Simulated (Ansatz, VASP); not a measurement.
One calculation of SnSe, two programs

```xyz
6
Lattice="6.1927 0.0000 0.0000 -3.0964 5.3631 0.0000 0.0000 0.0000 4.9964" Properties=species:S:1:pos:R:3 pbc="T T T"
Sn    3.0964    0.0000    0.0000
Sn    1.5482    2.6815    0.0000
Sn   -1.5482    2.6815    0.0000
Se    0.0000    0.0000    0.0000
Se    0.0000    3.5754    2.4982
Se    3.0964    1.7877    2.4982
```

Alike in both runs: task single point; functional PBE; k mesh 3 × 3 × 4; occupations gaussian, width 0.1 eV; no spin polarisation.

|  | VASP | Ansatz |
| --- | --- | --- |
| version | VASP 6.6.1 | Ansatz 0.2.0 |
| potentials or method | VASP PAW PBE potentials, release 64 (Sn_d, Se), cutoff 520 eV | scalar-relativistic, plane waves, PAW |
| valence electrons in the cell | 60 | 90 |

```tsv
	VASP	Ansatz	Ansatz less VASP
gap on the k mesh at the Fermi level (eV)	none	none	-
pressure (GPa)	1.5	1.5	+0.01
traceless stress, the component that is largest in VASP (GPa)	-6.80	-6.81	-0.012
```

A gap of «none» marks a metal or a gap that the smearing closes. VASP's potentials hold 60 valence electrons a cell and Ansatz's 90, so a difference there can come from the potentials and not from the codes.

The k mesh is coarse, so the values compare programs but aren't converged.
